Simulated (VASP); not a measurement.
# Ba (P6_3/mmc) in VASP: a series of runs

Runs on Ba. Level: PBEsol. Tasks: single point.

Everything below comes from runs of VASP 6.6.1. Logs are shortened: lines on timing, memory, paths and dates and some standing lists are left out, and cuts for length are marked.

**1. The cell of the first run**

Symmetry: P6_3/mmc, No. 194, hexagonal system. The conventional cell has a = 4.297 Å, b = 4.297 Å, c = 14.023 Å, α = 90.00°, β = 90.00°, γ = 120.00°. Within 5.6 Å of Ba (site symmetry -3m) lie 12 Ba at 4.29 to 4.30 Å. Ba (site symmetry -6m2) has 12 Ba at 4.29 to 4.30 Å within 5.6 Å.

This isn't the form of Ba at room conditions, which is bcc.

**2. Single point, PBEsol (56.06 Å³/atom)**

Input file INCAR:

```
SYSTEM = Ba
PREC = Accurate
ENCUT = 520
EDIFF = 1E-7
ISMEAR = -1
SIGMA = 0.1
LREAL = .False.
LASPH = .True.
NELM = 80
ALGO = Normal
ISIF = 2
LWAVE = .False.
LCHARG = .True.
GGA = PS
LELF = .True.
LVHAR = .True.
NBANDS = 28
```

Input file KPOINTS:

```
Automatic mesh
0
Gamma
  10 10 3
  0 0 0
```

Input file POSCAR:

```
Ba
1.0
    4.2970974244      0.0000000000      0.0000000000
   -2.1485487122      3.7213955320      0.0000000000
    0.0000000000      0.0000000000     14.0233982952
Ba
4
Direct
    1.0000000000      0.0000000000      1.0000000000
    1.0000000000      0.0000000000      0.5000000000
    0.3333333333      0.6666666667      0.2500000000
    0.6666666667      0.3333333333      0.7500000000
```

Potentials or basis: VASP PAW PBE potentials, release 64 (Ba_sv).

The run is started by

```bash
cat potpaw_PBE.64/Ba_sv/POTCAR > POTCAR
mpirun -np 1 vasp_std > vasp.out
```

OUTCAR:

```text
SYSTEM = Ba
   PREC = Accurate
   ENCUT = 520
   EDIFF = 1E-7
   ISMEAR = -1
   LREAL = .False.
   LASPH = .True.
   NELM = 80
   ISIF = 2
   GGA = PS

 ion  position               nearest neighbor table
   1  0.000  0.000  0.000-   3 4.29   4 4.29   3 4.29   4 4.29   4 4.29   3 4.29
   2  0.000  0.000  0.500-   3 4.29   4 4.29   3 4.29   4 4.29   4 4.29   3 4.29
   3  0.333  0.667  0.250-   1 4.29   2 4.29   1 4.29   2 4.29   1 4.29   2 4.29
   4  0.667  0.333  0.750-   1 4.29   2 4.29   1 4.29   2 4.29   1 4.29   2 4.29

  LATTYP: Found a hexagonal cell.
 ALAT       =     4.2970974244
 C/A-ratio  =     3.2634583092

  Lattice vectors:

 A1 = (   4.2970974244,   0.0000000000,   0.0000000000)
 A2 = (  -2.1485487122,   3.7213955320,   0.0000000000)
 A3 = (   0.0000000000,   0.0000000000,  14.0233982952)

Analysis of symmetry for initial positions (statically):
=====================================================================
 Subroutine PRICEL returns:
 Original cell was already a primitive cell.

 Routine SETGRP: Setting up the symmetry group for a
 hexagonal supercell.

 Subroutine GETGRP returns: Found 24 space group operations
 (whereof 12 operations were pure point group operations)
 out of a pool of 24 trial point group operations.

The static configuration has the point symmetry D_3d.
 The point group associated with its full space group is D_6h.

Analysis of symmetry for dynamics (positions and initial velocities):
=====================================================================
 Subroutine PRICEL returns:
 Original cell was already a primitive cell.

 Routine SETGRP: Setting up the symmetry group for a
 hexagonal supercell.

 Subroutine GETGRP returns: Found 24 space group operations
 (whereof 12 operations were pure point group operations)
 out of a pool of 24 trial point group operations.

The dynamic configuration has the point symmetry D_3d.
 The point group associated with its full space group is D_6h.

 Subroutine INISYM returns: Found 24 space group operations
 (whereof 12 operations are pure point group operations),
 and found     1 'primitive' translations

----------------------------------------------------------------------------------------

                                     Primitive cell

  volume of cell :     224.2510

  direct lattice vectors                    reciprocal lattice vectors
     4.297097424  0.000000000  0.000000000     0.232715226  0.134358199  0.000000000
    -2.148548712  3.721395532  0.000000000     0.000000000  0.268716397  0.000000000
     0.000000000  0.000000000 14.023398295     0.000000000  0.000000000  0.071309392

  length of vectors
     4.297097424  4.297097424 14.023398295     0.268716397  0.268716397  0.071309392

  position of ions in fractional coordinates (direct lattice)
     0.000000000  0.000000000  0.000000000
     0.000000000  0.000000000  0.500000000
     0.333333333  0.666666667  0.250000000
     0.666666667  0.333333333  0.750000000

  ion indices of the primitive-cell ions
   primitive index   ion index
                 1           1
                 2           2
                 3           3
                 4           4

----------------------------------------------------------------------------------------

 KPOINTS: Automatic mesh

Automatic generation of k-mesh.
 Grid dimensions read from file:
 generate k-points for:   10   10    3

 Generating k-lattice:

  Cartesian coordinates                     Fractional coordinates (reciprocal lattice)
     0.023271523  0.013435820  0.000000000     0.100000000  0.000000000  0.000000000
     0.000000000  0.026871640  0.000000000     0.000000000  0.100000000  0.000000000
     0.000000000  0.000000000  0.023769797     0.000000000  0.000000000  0.333333333

  Length of vectors
     0.026871640  0.026871640  0.023769797

  Shift w.r.t. Gamma in fractional coordinates (k-lattice)
     0.000000000  0.000000000  0.000000000

 Subroutine IBZKPT returns following result:
 ===========================================

 Found     28 irreducible k-points:

 Following reciprocal coordinates:
            Coordinates               Weight
  0.000000  0.000000  0.000000      1.000000
  0.100000  0.000000  0.000000      6.000000
  0.200000  0.000000  0.000000      6.000000
  0.300000 -0.000000  0.000000      6.000000
  0.400000  0.000000  0.000000      6.000000
  0.500000  0.000000  0.000000      3.000000
[... 16 lines left out ...]
  0.300000  0.100000  0.333333     24.000000
  0.400000  0.100000  0.333333     24.000000
 [... further k-points ...]
   k-points           NKPTS =     28   k-points in BZ     NKDIM =     28   number of bands    NBANDS=     28
   number of dos      NEDOS =    301   number of ions     NIONS =      4
   total plane-waves  NPLWV = 110592
   dimension x,y,z NGX =    32 NGY =   32 NGZ =  108
   dimension x,y,z NGXF=    64 NGYF=   64 NGZF=  216
   ions per type =               4
[... 59 lines left out ...]

 E-fermi :   1.9601     XC(G=0):  -7.8934

 val. band max:        1.9291802828   @ k =   0.5000   0.0000   0.3333
 cond. band min:       1.9761937195   @ k =   0.3000   0.2000   0.0000
 fundamental gap:      0.0470134367
 Fermi energy:         1.9600845707

 k-point     1 :       0.0000    0.0000    0.0000
  band No.  band energies     occupation
      1     -26.7073      2.00000
      2     -26.6775      2.00000
      3     -26.6692      2.00000
      4     -26.6390      2.00000
      5     -12.2368      2.00000
      6     -11.9172      2.00000
[... 20 lines left out ...]
     27       3.7701      0.00000
     28       3.8397      0.00000

 k-point     2 :       0.1000    0.0000    0.0000
  band No.  band energies     occupation
      1     -26.7016      2.00000
      2     -26.6733      2.00000
      3     -26.6650      2.00000
      4     -26.6362      2.00000
      5     -12.2157      2.00000
      6     -11.9233      2.00000
[... 20 lines left out ...]
     27       3.8600      0.00000
     28       3.8984      0.00000

 k-point     3 :       0.2000    0.0000    0.0000
  band No.  band energies     occupation
      1     -26.6864      2.00000
      2     -26.6621      2.00000
      3     -26.6538      2.00000
      4     -26.6293      2.00000
      5     -12.1572      2.00000
      6     -11.9646      2.00000
[... 20 lines left out ...]
     27       3.9334      0.00000
     28       4.1422      0.00000

 k-point     4 :       0.3000   -0.0000    0.0000
  band No.  band energies     occupation
      1     -26.6663      2.00000
      2     -26.6482      2.00000
      3     -26.6400      2.00000
      4     -26.6217      2.00000
      5     -12.0993      2.00000
      6     -12.0724      2.00000
[... 20 lines left out ...]
     27       3.7870      0.00000
     28       3.8076      0.00000

 k-point     5 :       0.4000    0.0000    0.0000
  band No.  band energies     occupation
      1     -26.6483      2.00000
      2     -26.6369      2.00000
      3     -26.6287      2.00000
      4     -26.6173      2.00000
      5     -12.1831      2.00000
      6     -12.1768      2.00000
[... 20 lines left out ...]
     27       3.7585      0.00000
     28       3.8549      0.00000

 k-point     6 :       0.5000    0.0000    0.0000
  band No.  band energies     occupation
      1     -26.6403      2.00000
      2     -26.6326      2.00000
      3     -26.6244      2.00000
      4     -26.6167      2.00000
      5     -12.2271      2.00000
      6     -12.2160      2.00000
[... 463 lines left out ...]
      5     -12.1450      2.00000
      6     -12.0607      2.00000
[... 20 lines left out ...]
     27       3.8877      0.00000
     28       3.9656      0.00000

 k-point    22 :       0.2000    0.1000    0.3333
  band No.  band energies     occupation
      1     -26.6703      2.00000
      2     -26.6617      2.00000
      3     -26.6360      2.00000
      4     -26.6274      2.00000
      5     -12.0970      2.00000
      6     -12.0663      2.00000
[... 20 lines left out ...]
     27       3.6988      0.00000
     28       3.7901      0.00000

 k-point    23 :       0.3000    0.1000    0.3333
  band No.  band energies     occupation
      1     -26.6519      2.00000
      2     -26.6459      2.00000
      3     -26.6267      2.00000
      4     -26.6207      2.00000
      5     -12.1277      2.00000
      6     -12.0955      2.00000
[... 20 lines left out ...]
     27       3.5288      0.00000
     28       3.6487      0.00000

 k-point    24 :       0.4000    0.1000    0.3333
  band No.  band energies     occupation
      1     -26.6390      2.00000
      2     -26.6354      2.00000
      3     -26.6216      2.00000
      4     -26.6180      2.00000
      5     -12.1858      2.00000
      6     -12.1749      2.00000
[... 20 lines left out ...]
     27       3.5682      0.00000
     28       3.8330      0.00000

 [... further k-points ...]

------------------------ aborting loop because EDIFF is reached ----------------------------------------

  FORCE on cell =-STRESS in cart. coord.  units (eV):
  Direction    XX          YY          ZZ          XY          YZ          ZX
  --------------------------------------------------------------------------------------
  -------------------------------------------------------------------------------------
  Total        0.6829081      0.6829081      0.6434784      0.0000000      0.0000000      0.0000000
  in kB        4.8790865      4.8790865      4.5973784      0.0000000      0.0000000      0.0000000
  external PRESSURE =       4.7851838 kB  Pullay stress =       0.0000000 kB

 VOLUME and BASIS-vectors are now :
 -----------------------------------------------------------------------------
  energy-cutoff  :      520.00
  volume of cell :      224.25
      direct lattice vectors                 reciprocal lattice vectors
     4.297097424  0.000000000  0.000000000     0.232715226  0.134358199  0.000000000
    -2.148548712  3.721395532  0.000000000     0.000000000  0.268716397  0.000000000
     0.000000000  0.000000000 14.023398295     0.000000000  0.000000000  0.071309392

 POSITION                                       TOTAL-FORCE (eV/Angst)
 -----------------------------------------------------------------------------------
      0.00000      0.00000      0.00000         0.000000      0.000000      0.000000
      0.00000      0.00000      7.01170         0.000000      0.000000      0.000000
     -0.00000      2.48093      3.50585        -0.000000      0.000000     -0.000000
      2.14855      1.24047     10.51755         0.000000     -0.000000     -0.000000
 -----------------------------------------------------------------------------------
    total drift:                                0.000000      0.000000     -0.000000

  FREE ENERGIE OF THE ION-ELECTRON SYSTEM (eV)
  ---------------------------------------------------
  free  energy   TOTEN  =        -8.6171384199 eV

  energy  without entropy=       -8.3960276638  energy(sigma->0) =       -8.50658304
```

Wall time 94 s (1 thread of AMD EPYC 9R45 (Zen 5), shared host); peak memory 0.35 GiB.

Results:

| Property | Result |
| --- | --- |
| Free energy | -8.6171 eV |
| Pressure | 0.5 GPa |
| Band gap on the k mesh | zero (bands 20 and 21 overlap by 0.23 eV) |

Levels at points of the mesh, in eV from the Fermi level:
```tsv
k point	band 17	band 18	band 19	band 20	band 21	band 22	band 23	band 24
(0.00, 0.00, 0.00)	-2.84	-1.78	-1.77	-1.02	1.08	1.11	1.46	1.74
(0.50, 0.00, 0.00)	-1.00	-0.96	-0.58	-0.39	0.10	0.15	0.32	1.01
```

Caveat: the PAW data sets were made with another functional, which shifts forces and pressure a little; spin-orbit coupling is left out, which moves the levels of the heavy elements.

**3. Single point, PBEsol (58.40 Å³/atom)**

This run uses another cell than the first one, of 58.40 Å³/atom.

Input file INCAR:

```
ALGO = Normal
EDIFF = 1E-6
ENCUT = 520
GGA = PS
ISIF = 2
ISMEAR = -1
LASPH = T
LCHARG = F
LREAL = F
LWAVE = F
NBANDS = 28
NELM = 100
PREC = Accurate
SIGMA = 0.1
```

Input file KPOINTS:

```
k-points
0
Gamma
  10 10 3
```

Input file POSCAR:

```
Ba
1.0
    4.3559690883      0.0000000000      0.0000000000
   -2.1779845441      3.7723798885      0.0000000000
    0.0000000000      0.0000000000     14.2155235159
Ba
4
Direct
    1.0000000000      0.0000000000      1.0000000000
    1.0000000000      0.0000000000      0.5000000000
    0.3333333333      0.6666666667      0.2500000000
    0.6666666667      0.3333333333      0.7500000000
```

Potentials or basis: VASP PAW PBE potentials, release 64 (Ba_sv).

The run is started by

```bash
cat potpaw_PBE.64/Ba_sv/POTCAR > POTCAR
mpirun -np 1 vasp_std > vasp.out
```

Run time: 91 s. Hardware: 1 thread of AMD EPYC 9R45 (Zen 5), shared host; peak memory 0.36 GiB.

It converged, with:

```
Free energy            : -8.6340 eV
Pressure               : 0.1 GPa
Band gap on the k mesh : zero (bands 20 and 21 overlap by 0.16 eV)
```

Levels at points of the mesh, in eV from the Fermi level:
| k point | band 18 | band 19 | band 20 | band 21 | band 22 | band 23 |
| --- | --- | --- | --- | --- | --- | --- |
| (0.00, 0.00, 0.00) | -1.81 | -1.80 | -1.01 | 1.05 | 1.08 | 1.31 |
| (0.50, 0.00, 0.00) | -0.92 | -0.55 | -0.39 | 0.11 | 0.14 | 0.30 |

Caveat: the PAW data sets were made with another functional, which shifts forces and pressure a little; spin-orbit coupling is left out, which moves the levels of the heavy elements.

**4. Single point, PBEsol (60.73 Å³/atom)**

This run uses another cell than the first one, of 60.73 Å³/atom.

Input file INCAR:

```
SYSTEM = Ba
  PREC = Accurate
  ENCUT = 520
  EDIFF = 1E-6
  ISMEAR = -1
  SIGMA = 0.1
  LREAL = .FALSE.
  LASPH = .TRUE.
  NELM = 60
  ALGO = Normal
  ISIF = 2
  LWAVE = .FALSE.
  LCHARG = .TRUE.
  GGA = PS
  LELF = .TRUE.
  LVHAR = .TRUE.
  NBANDS = 28
```

Input file KPOINTS:

```
Automatic mesh
0
G
  10 10 3
  0 0 0
```

Input file POSCAR:

```
Ba
1.0
    4.4132910445      0.0000000000      0.0000000000
   -2.2066455223      3.8220221589      0.0000000000
    0.0000000000      0.0000000000     14.4025913304
Ba
4
Direct
    1.0000000000      0.0000000000      1.0000000000
    1.0000000000      0.0000000000      0.5000000000
    0.3333333333      0.6666666667      0.2500000000
    0.6666666667      0.3333333333      0.7500000000
```

The run is started by

```bash
cat potpaw_PBE.64/Ba_sv/POTCAR > POTCAR
mpirun -np 1 vasp_std > vasp.out
```

Wall time 2.2 min (1 thread of AMD EPYC 9R45 (Zen 5), shared host); peak memory 0.4 GiB.

The run converged. Its results:

| Item | Value |
| --- | --- |
| Free energy | -8.6305 eV |
| Pressure | -0.2 GPa |
| Band gap on the k mesh | zero (bands 20 and 21 overlap by 0.12 eV) |

Levels at points of the mesh, in eV from the Fermi level:
```
           k point  band 17  band 18  band 19  band 20  band 21  band 22  band 23  band 24
(0.00, 0.00, 0.00)    -2.82    -1.83    -1.82    -0.99     1.02     1.05     1.18     1.68
(0.50, 0.00, 0.00)    -0.96    -0.88    -0.52    -0.40     0.11     0.12     0.29     0.92
```

Caveat: the PAW data sets were made with another functional, which shifts forces and pressure a little; spin-orbit coupling is left out, which moves the levels of the heavy elements.

**5. Single point, PBEsol (63.07 Å³/atom)**

This run uses another cell than the first one, of 63.07 Å³/atom.

Input file INCAR:

```
SYSTEM = Ba
ALGO     = Normal         ! electronic algorithm
EDIFF    = 1E-6           ! SCF threshold, eV
ENCUT    = 520            ! plane-wave cutoff, eV
GGA      = PS             ! functional
ISIF     = 2              ! what is computed and relaxed
ISMEAR   = -1             ! smearing method
LASPH    = .TRUE.         ! aspherical terms in the spheres
LCHARG   = .TRUE.         ! write CHGCAR
LELF     = .TRUE.         ! ELF
LREAL    = .FALSE.        ! projectors in reciprocal space
LVHAR    = .TRUE.       
LWAVE    = .FALSE.        ! write WAVECAR
NBANDS   = 28             ! bands
NELM     = 80             ! most SCF steps
PREC     = Accurate       ! precision mode
SIGMA    = 0.1            ! smearing width, eV
```

Input file KPOINTS:

```
k-points
0
G
  10 10 3
  0 0 0
```

Input file POSCAR:

```
Ba
1.0
    4.4691614192      0.0000000000      0.0000000000
   -2.2345807096      3.8704073227      0.0000000000
    0.0000000000      0.0000000000     14.5849219690
Ba
4
Direct
    1.0000000000      0.0000000000      1.0000000000
    1.0000000000      0.0000000000      0.5000000000
    0.3333333333      0.6666666667      0.2500000000
    0.6666666667      0.3333333333      0.7500000000
```

The run is started by

```bash
cat potpaw_PBE.64/Ba_sv/POTCAR > POTCAR
mpirun -np 1 vasp_std > vasp.out
```

Run time: 2.2 min. Hardware: 1 thread of AMD EPYC 9R45 (Zen 5), shared host; peak memory 0.41 GiB.

It converged, with:

```
Free energy            : -8.6092 eV
Pressure               : -0.5 GPa
Band gap on the k mesh : zero (bands 20 and 21 overlap by 0.11 eV)
```

Levels at points of the mesh, in eV from the Fermi level:
| k point | band 17 | band 18 | band 19 | band 20 | band 21 | band 22 | band 23 | band 24 |
| --- | --- | --- | --- | --- | --- | --- | --- | --- |
| (0.00, 0.00, 0.00) | -2.80 | -1.85 | -1.84 | -0.98 | 0.99 | 1.02 | 1.07 | 1.64 |
| (0.50, 0.00, 0.00) | -0.94 | -0.85 | -0.50 | -0.40 | 0.11 | 0.12 | 0.27 | 0.85 |

Caveat: the PAW data sets were made with another functional, which shifts forces and pressure a little; spin-orbit coupling is left out, which moves the levels of the heavy elements.

**6. Overview**

| cell | gap on the mesh (eV) | pressure (GPa) |
| --- | --- | --- |
| a = 4.297, b = 4.297, c = 14.023 Å, angles 90.0, 90.0, 120.0°, 4 atoms | none | 0.5 |
| a = 4.356, b = 4.356, c = 14.216 Å, angles 90.0, 90.0, 120.0°, 4 atoms | none | 0.1 |
| a = 4.413, b = 4.413, c = 14.403 Å, angles 90.0, 90.0, 120.0°, 4 atoms | none | -0.2 |
| a = 4.469, b = 4.469, c = 14.585 Å, angles 90.0, 90.0, 120.0°, 4 atoms | none | -0.5 |

Alike in all rows: task single point; level PBEsol; potentials or basis VASP PAW PBE potentials, release 64 (Ba_sv); no spin polarisation; k mesh 10 × 10 × 3; cutoff (eV) 520; smearing fermi-dirac 0.1 eV.

Caveats: the PAW data sets were made with another functional, which shifts forces and pressure a little; spin-orbit coupling is left out, which moves the levels of the heavy elements.

Total energies depend on the potentials used, so only differences within one code and one set of settings carry meaning.
